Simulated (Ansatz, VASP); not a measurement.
**ZnAu: VASP beside Ansatz**

```
Zn Au
1.0
     3.07176    0.00000    0.00000
     0.00000    3.07176    0.00000
     0.00000    0.00000    3.07176
Zn Au
1 1
Direct
  0.50000 0.50000 0.50000
  0.00000 0.00000 0.00000
```

Alike in both runs: task single point; functional PBE; k mesh 14 × 14 × 14; occupations gaussian, width 0.1 eV; no spin polarisation.

```csv
,VASP,Ansatz
version,VASP 6.6.1,Ansatz 0.2.0
potentials or method,"VASP PAW PBE potentials, release 64 (Zn, Au), cutoff 520 eV","scalar-relativistic, plane waves, PAW"
valence electrons in the cell,23,31
```

VASP gave:

```
gap on the k mesh at the Fermi level (eV) : none
pressure (GPa)                            : 17.5
```

Task: Estimate Ansatz's values.

Result: gap on the k mesh at the Fermi level (eV): none; pressure (GPa): 17.3.

A gap of «none» marks a metal or a gap that the smearing closes. The functional is the same, so the differences come from potentials, cutoffs and numerics. VASP's potentials hold 23 valence electrons a cell and Ansatz's 31, so a difference there can come from the potentials and not from the codes.

Spin-orbit coupling is off throughout.
